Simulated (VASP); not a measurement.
# MgS (F-43m) in VASP: notebook

Runs on MgS. Level: PBE. Tasks: single point.

All numbers are computed with VASP 6.6.1; they aren't measurements. Logs are shortened: lines on timing, memory, paths and dates and some standing lists are left out, and cuts for length are marked.

## (1) The cell of the first run

Symmetry: F-43m, No. 216, cubic system. Conventional cell: a = 5.581 Å, b = 5.581 Å, c = 5.581 Å, α = 90.00°, β = 90.00°, γ = 90.00°. Within 3.2 Å of Mg (site symmetry -43m) lie 4 S at 2.42 Å. S (site symmetry -43m) has 4 Mg at 2.42 Å within 3.2 Å.

## (2) Single point, PBE (volume changed by -6%)

Contents of INCAR:

```
PREC = Accurate
ENCUT = 520
EDIFF = 1E-6
ISMEAR = 0
SIGMA = 0.01
LREAL = F
LASPH = T
NELM = 100
ALGO = Normal
ISIF = 2
LWAVE = F
LCHARG = T
GGA = PE
LELF = T
LVHAR = T
NBANDS = 11
```

Contents of KPOINTS:

```
regular mesh
0
Gamma
  6 6 6
```

Contents of POSCAR:

```
MgS
1.0
    0.0000000000      2.7903225263      2.7903225263
    2.7903225263      0.0000000000      2.7903225263
    2.7903225263      2.7903225263      0.0000000000
Mg S
1 1
Direct
    0.0000000000      0.0000000000      0.0000000000
    0.2500000000      0.2500000000      0.2500000000
```

Potentials or basis: VASP PAW PBE potentials, release 64 (Mg, S).

The run is started by

```console
$ cat potpaw_PBE.64/Mg/POTCAR potpaw_PBE.64/S/POTCAR > POTCAR
$ mpirun -np 1 vasp_std > vasp.out
```

OUTCAR:

```text
PREC = Accurate
   ENCUT = 520
   EDIFF = 1E-6
   ISMEAR = 0
   LREAL = F
   LASPH = T
   NELM = 100
   ISIF = 2
   GGA = PE

 ion  position               nearest neighbor table
   1  0.000  0.000  0.000-   2 2.42   2 2.42   2 2.42   2 2.42
   2  0.250  0.250  0.250-   1 2.42   1 2.42   1 2.42   1 2.42

  LATTYP: Found a face centered cubic cell.
 ALAT       =     5.5806450526

  Lattice vectors:

 A1 = (   0.0000000000,   2.7903225263,   2.7903225263)
 A2 = (   2.7903225263,   0.0000000000,   2.7903225263)
 A3 = (   2.7903225263,   2.7903225263,   0.0000000000)

Analysis of symmetry for initial positions (statically):
=====================================================================
 Subroutine PRICEL returns:
 Original cell was already a primitive cell.

 Routine SETGRP: Setting up the symmetry group for a
 face centered cubic supercell.

 Subroutine GETGRP returns: Found 24 space group operations
 (whereof 24 operations were pure point group operations)
 out of a pool of 48 trial point group operations.

The static configuration has the point symmetry T_d .

Analysis of symmetry for dynamics (positions and initial velocities):
=====================================================================
 Subroutine PRICEL returns:
 Original cell was already a primitive cell.

 Routine SETGRP: Setting up the symmetry group for a
 face centered cubic supercell.

 Subroutine GETGRP returns: Found 24 space group operations
 (whereof 24 operations were pure point group operations)
 out of a pool of 48 trial point group operations.

The dynamic configuration has the point symmetry T_d .

 Subroutine INISYM returns: Found 24 space group operations
 (whereof 24 operations are pure point group operations),
 and found     1 'primitive' translations

----------------------------------------------------------------------------------------

                                     Primitive cell

  volume of cell :      43.4503

  direct lattice vectors                    reciprocal lattice vectors
     0.000000000  2.790322526  2.790322526    -0.179190755  0.179190755  0.179190755
     2.790322526  0.000000000  2.790322526     0.179190755 -0.179190755  0.179190755
     2.790322526  2.790322526  0.000000000     0.179190755  0.179190755 -0.179190755

  length of vectors
     3.946111960  3.946111960  3.946111960     0.310367492  0.310367492  0.310367492

  position of ions in fractional coordinates (direct lattice)
     0.000000000  0.000000000  0.000000000
     0.250000000  0.250000000  0.250000000

  ion indices of the primitive-cell ions
   primitive index   ion index
                 1           1
                 2           2

----------------------------------------------------------------------------------------

 KPOINTS: regular mesh

Automatic generation of k-mesh.
 Grid dimensions read from file:
 generate k-points for:    6    6    6

 Generating k-lattice:

  Cartesian coordinates                     Fractional coordinates (reciprocal lattice)
    -0.029865126  0.029865126  0.029865126     0.166666667  0.000000000  0.000000000
     0.029865126 -0.029865126  0.029865126     0.000000000  0.166666667  0.000000000
     0.029865126  0.029865126 -0.029865126     0.000000000  0.000000000  0.166666667

  Length of vectors
     0.051727915  0.051727915  0.051727915

  Shift w.r.t. Gamma in fractional coordinates (k-lattice)
     0.000000000  0.000000000  0.000000000

 Subroutine IBZKPT returns following result:
 ===========================================

 Found     16 irreducible k-points:

 Following reciprocal coordinates:
            Coordinates               Weight
  0.000000  0.000000  0.000000      1.000000
  0.166667  0.000000  0.000000      8.000000
  0.333333  0.000000  0.000000      8.000000
  0.500000  0.000000  0.000000      4.000000
  0.166667  0.166667  0.000000      6.000000
  0.333333  0.166667  0.000000     24.000000
[... 8 lines left out ...]
 -0.333333  0.333333  0.166667     24.000000
 -0.333333  0.500000  0.166667     12.000000
   k-points           NKPTS =     16   k-points in BZ     NKDIM =     16   number of bands    NBANDS=     11
   number of dos      NEDOS =    301   number of ions     NIONS =      2
   total plane-waves  NPLWV =  27000
   dimension x,y,z NGX =    30 NGY =   30 NGZ =   30
   dimension x,y,z NGXF=    60 NGYF=   60 NGZF=   60
   ions per type =               1   1
   NGX,Y,Z   is equivalent  to a cutoff of  12.64, 12.64, 12.64 a.u.
   NGXF,Y,Z  is equivalent  to a cutoff of  25.28, 25.28, 25.28 a.u.
 SYSTEM =  unknown system
   PREC   = accura    normal or accurate (medium, high low for compatibility)
   ISTART =      0    job   : 0-new  1-cont  2-samecut
   ICHARG =      2    charge: 1-file 2-atom 10-const
   ISPIN  =      1    spin polarized calculation?
   LNONCOLLINEAR =      F non collinear calculations
   LSORBIT =      F    spin-orbit coupling
   LASPH  =      T    aspherical Exc in radial PAW
   ENCUT  =  520.0 eV  38.22 Ry    6.18 a.u.   7.34  7.34  7.34*2*pi/ulx,y,z
   NELM   =    100;   NELMIN=  2; NELMDL= -5     # of ELM steps
   EDIFF  = 0.1E-05   stopping-criterion for ELM
   LREAL  =      F    real-space projection
   EDIFFG = 0.1E-04   stopping-criterion for IOM
   NSW    =      0    number of steps for IOM
   IBRION =     -1    ionic relax: 0-MD 1-quasi-New 2-CG
   NFREE  =      0    steps in history (QN), initial steepest desc. (CG)
   ISIF   =      2    stress and relaxation
   ISYM   =      2    0-nonsym 1-usesym 2-fastsym
   POTIM  = 0.5000    time-step for ionic-motion
   TEBEG  =    0.0;   TEEND  =   0.0 temperature during run
   PSTRESS=    0.0 pullay stress
   NELECT =       8.0000    total number of electrons
   NUPDOWN=      -1.0000    fix difference up-down
   EMIN   =  10.00;   EMAX   =-10.00  energy-range for DOS
   EFERMI =   0.00;   METHOD = LEGACY
   ISMEAR =     0;   SIGMA  =   0.01  broadening in eV -4-tet -1-fermi 0-gaus
   EFERMI_NEDOS =   21; number of points for ismear=-14 and -15
   IALGO  =     38    algorithm
   IMIX   =      4    mixing-type and parameters
     AMIX     =   0.40;   BMIX     =  1.00
     AMIX_MAG =   1.60;   BMIX_MAG =  1.00
  volume/ion in A,a.u.               =      21.73       146.61
  Fermi-wavevector in a.u.,A,eV,Ry     =   0.931337  1.759973 11.801551  0.867390
  Thomas-Fermi vector in A             =   2.057820
   LORBIT       =      0    0 simple, 1 ext, 2 COOP (PROOUT), +10 PAW based schemes
   GGA     = PE    functional components
   LHFCALC =     F    Hartree Fock is set to
   AEXX    =    0.0000 exact exchange contribution
   IVDW    =     0    specifies the selected vdW correction
   LEPSILON=     F    determine dielectric tensor
   LRPA    =     F    only Hartree local field effects (RPA)
 non-spin polarized calculation
 Gauss-broadening in eV      SIGMA  =   0.01
  energy-cutoff  :      520.00
  volume of cell :       43.45
 maximum number of plane-waves:      1211
 NGX is ok and might be reduce to    30
   NGX = 15   NGY = 15   NGZ = 15

 number of electron       8.0000000 magnetization

 Free energy of the ion-electron system (eV)
  ---------------------------------------------------
  ext. energy  EPLUGINS =         0.00000000
  ---------------------------------------------------
  free energy    TOTEN  =        -8.44233957 eV

  energy without entropy =       -8.44233957  energy(sigma->0) =       -8.44233957

 E-fermi :   1.4696     XC(G=0):  -8.5575

 val. band max:        1.3401155248   @ k =   0.0000   0.0000   0.0000
 cond. band min:       5.0177322991   @ k =   0.0000   0.0000   0.0000
 fundamental gap:      3.6776167743
 Fermi energy:         1.4695883057

 k-point     1 :       0.0000    0.0000    0.0000
  band No.  band energies     occupation
      1     -10.0744      2.00000
      2       1.3401      2.00000
      3       1.3401      2.00000
      4       1.3401      2.00000
      5       5.0177      0.00000
      6       9.4007      0.00000
      7       9.4007      0.00000
      8       9.4007      0.00000
      9      12.2602      0.00000
     10      12.2602      0.00000
     11      15.4242      0.00000

 k-point     2 :       0.1667    0.0000    0.0000
  band No.  band energies     occupation
      1      -9.9099      2.00000
      2       0.2343      2.00000
      3       1.2468      2.00000
      4       1.2468      2.00000
      5       6.0274      0.00000
      6       9.1765      0.00000
      7       9.6609      0.00000
      8       9.6609      0.00000
      9      11.6647      0.00000
     10      11.6647      0.00000
     11      14.3395      0.00000

 k-point     3 :       0.3333    0.0000    0.0000
  band No.  band energies     occupation
      1      -9.5395      2.00000
      2      -1.2899      2.00000
      3       1.0777      2.00000
      4       1.0777      2.00000
      5       6.6612      0.00000
      6       9.3436      0.00000
      7       9.3436      0.00000
      8       9.7285      0.00000
      9      12.6815      0.00000
     10      12.6815      0.00000
     11      13.7091      0.00000

 k-point     4 :       0.5000    0.0000    0.0000
  band No.  band energies     occupation
      1      -9.3268      2.00000
      2      -1.9352      2.00000
      3       1.0005      2.00000
      4       1.0005      2.00000
      5       6.6124      0.00000
      6       9.0381      0.00000
      7       9.0381      0.00000
      8      10.1547      0.00000
      9      14.5673      0.00000
     10      14.6788      0.00000
     11      14.6788      0.00000
[... 127 lines left out ...]
 k-point    14 :       0.5000    0.3333    0.1667
  band No.  band energies     occupation
      1      -9.2857      2.00000
      2      -1.2017      2.00000
      3      -0.0384      2.00000
      4       0.6127      2.00000
      5       7.0790      0.00000
      6       8.5855      0.00000
      7       8.9962      0.00000
      8      11.3484      0.00000
      9      12.2209      0.00000
     10      15.1985      0.00000
     11      15.9427      0.00000

 k-point    15 :      -0.3333    0.3333    0.1667
  band No.  band energies     occupation
      1      -9.1411      2.00000
      2      -1.3143      2.00000
      3      -0.4073      2.00000
      4       0.3990      2.00000
      5       7.1384      0.00000
      6       8.5446      0.00000
      7       9.9621      0.00000
      8      10.7936      0.00000
      9      12.8128      0.00000
     10      14.6827      0.00000
     11      15.8910      0.00000

 k-point    16 :      -0.3333    0.5000    0.1667
  band No.  band energies     occupation
      1      -9.0770      2.00000
      2      -1.2689      2.00000
      3      -0.2981      2.00000
      4       0.0128      2.00000
      5       6.3279      0.00000
      6       8.3039      0.00000
      7      10.9306      0.00000
      8      10.9867      0.00000
      9      14.2478      0.00000
     10      15.4140      0.00000
     11      15.5018      0.00000

------------------------ aborting loop because EDIFF is reached ----------------------------------------

  FORCE on cell =-STRESS in cart. coord.  units (eV):
  Direction    XX          YY          ZZ          XY          YZ          ZX
  --------------------------------------------------------------------------------------
  -------------------------------------------------------------------------------------
  Total        1.0173369      1.0173369      1.0173369      0.0000000      0.0000000      0.0000000
  in kB       37.5130320     37.5130320     37.5130320      0.0000000      0.0000000      0.0000000
  external PRESSURE =      37.5130320 kB  Pullay stress =       0.0000000 kB

 VOLUME and BASIS-vectors are now :
 -----------------------------------------------------------------------------
  energy-cutoff  :      520.00
  volume of cell :       43.45
      direct lattice vectors                 reciprocal lattice vectors
     0.000000000  2.790322526  2.790322526    -0.179190755  0.179190755  0.179190755
     2.790322526  0.000000000  2.790322526     0.179190755 -0.179190755  0.179190755
     2.790322526  2.790322526  0.000000000     0.179190755  0.179190755 -0.179190755

 POSITION                                       TOTAL-FORCE (eV/Angst)
 -----------------------------------------------------------------------------------
      0.00000      0.00000      0.00000        -0.000000     -0.000000     -0.000000
      1.39516      1.39516      1.39516         0.000000      0.000000      0.000000
 -----------------------------------------------------------------------------------
    total drift:                               -0.000000     -0.000000     -0.000000

  FREE ENERGIE OF THE ION-ELECTRON SYSTEM (eV)
  ---------------------------------------------------
  free  energy   TOTEN  =        -8.4423395692 eV

  energy  without entropy=       -8.4423395692  energy(sigma->0) =       -8.44233957
```

Wall time 5.4 s (1 thread of Intel Xeon 6975P-C (Granite Rapids), shared host); peak memory 0.16 GiB.

Results:

```yaml
Free_energy: -8.4423 eV
Pressure: 3.8 GPa
Band_gap_on_the_k_mesh: 3.68 eV, direct
```

[end of part 1 of 2]
